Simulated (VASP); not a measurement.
## TaTe: single point with PBE

Crystal: TaTe.

```
Ta Te
1.0
     0.00000    2.93339    2.84795
     2.84795    0.00000    2.84795
     2.84795    2.93339    0.00000
Ta Te
1 1
Direct
  0.50000 0.50000 0.50000
  0.00000 0.00000 0.00000
```

```
Program                : VASP 6.6.1
Task                   : single point
Functional             : PBE
Potentials or basis    : VASP PAW PBE potentials, release 64 (Ta_pv, Te)
Cutoff                 : 520 eV
k mesh                 : 10 × 10 × 10
Occupations            : gaussian, width 0.05 eV
Spin                   : collinear spin
Starting moments       : [0.13, 0.0] μB
Dipole correction      : no
Further INCAR settings : ALGO = Normal; EDIFF = 1e-06; NBANDS = 20
```

| Quantity | Value |
| --- | --- |
| Pressure | -2.6 GPa |
| Net moment | 0.12 μB per cell |
| Site moments | Ta +0.09; Te +0.00 μB |
| Valence electrons inside the program's atomic spheres | Ta 8.72; Te 3.47 |

Stress tensor (GPa, compression positive):
```
-1.30  0.00  0.00
 0.00 -5.22  0.00
 0.00  0.00 -1.30
```

Levels at points of the mesh, in eV from the Fermi level:
Spin up:
```tsv
k point	band 6	band 7	band 8	band 9	band 10	band 11	band 12	band 13
(0.00, 0.00, 0.00)	-1.79	-1.76	-1.56	-1.30	-1.30	-1.02	-0.95	1.76
(0.50, 0.00, 0.00)	-4.72	-4.68	0.33	0.37	0.45	1.89	4.31	4.68
(0.50, 0.50, 0.00)	-3.63	-3.47	-2.86	-0.58	-0.11	0.97	1.06	2.49
(0.50, 0.00, 0.50)	-3.39	-3.39	-2.91	-0.43	-0.23	1.04	1.04	2.45
```
Spin down:
```tsv
k point	band 5	band 6	band 7	band 8	band 9	band 10	band 11	band 12
(0.00, 0.00, 0.00)	-1.78	-1.78	-1.75	-1.50	-1.24	-1.24	-0.95	-0.88
(0.50, 0.00, 0.00)	-7.57	-4.68	-4.65	0.40	0.44	0.52	1.91	4.35
(0.50, 0.50, 0.00)	-5.86	-3.62	-3.45	-2.81	-0.51	-0.04	1.04	1.13
(0.50, 0.00, 0.50)	-5.94	-3.38	-3.38	-2.86	-0.37	-0.16	1.11	1.11
```

Wall time 4.1 min on 1 thread of Oxide Virtual Turin-like Processor, on a shared host, peak memory 0.26 GiB.

Caveat: a moment this small can come from the mesh or the smearing; spin-orbit coupling is left out, which moves the levels of the heavy elements.
